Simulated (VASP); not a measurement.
Write the native input for VASP 6.6.1 that does the following.

- Task: single point
- Functional: PBE
- Potentials or basis: VASP PAW PBE potentials, release 64 (In_d, Ga_d, As)
- Cutoff: 520 eV
- k mesh: 4 × 4 × 4
- Occupations: gaussian, width 0.1 eV
- Spin: no spin polarisation
- Dipole correction: no
- Further INCAR settings: ALGO = Fast; EDIFF = 1e-07; NBANDS = 40

The structure of InGa3As2 lies in POSCAR:

```
InGa3As2
1.0
    5.0822795098      0.0000000000      0.0000000000
    0.0000000000      5.0822795098      0.0000000000
    0.0000000000      0.0000000000      7.9566746331
In Ga As
1 3 2
Direct
    0.5000000000      0.5000000000      0.0000000000
    0.0000000000      0.5000000000      0.5000000000
    0.5000000000      0.0000000000      0.5000000000
    0.0000000000      0.0000000000      0.5000000000
    0.5000000000      0.5000000000      0.3220440665
    0.5000000000      0.5000000000      0.6779559335
```

These files were run (other wordings do the same):

INCAR

```
SYSTEM = InGa3As2
ALGO = Fast
EDIFF = 1E-7
ENCUT = 520
GGA = PE
ISIF = 2
ISMEAR = 0
LASPH = .True.
LCHARG = .False.
LREAL = .False.
LWAVE = .False.
NBANDS = 40
NELM = 80
PREC = Accurate
SIGMA = 0.1
```

KPOINTS

```
k-points
0
Gamma
  4 4 4
  0 0 0
```

Potentials or basis: VASP PAW PBE potentials, release 64 (In_d, Ga_d, As).

Command:

```sh
$ cat potpaw_PBE.64/In_d/POTCAR potpaw_PBE.64/Ga_d/POTCAR potpaw_PBE.64/As/POTCAR > POTCAR
$ mpirun -np 1 vasp_std > vasp.out
```

It gave:

| Item | Value |
| --- | --- |
| Pressure | 0.2 GPa |
| Largest force | 0.017 eV/Å |
| Band gap on the k mesh | zero (band 31 reaches 2.86 eV, above the bottom of band 32 at 1.32 eV) |

Caveat: spin-orbit coupling is left out, which moves the levels of the heavy elements.

Run time: 110 s on 1 thread of Intel(R) Xeon(R) 6975P-C (Granite Rapids) (shared host), peak memory 0.38 GiB.
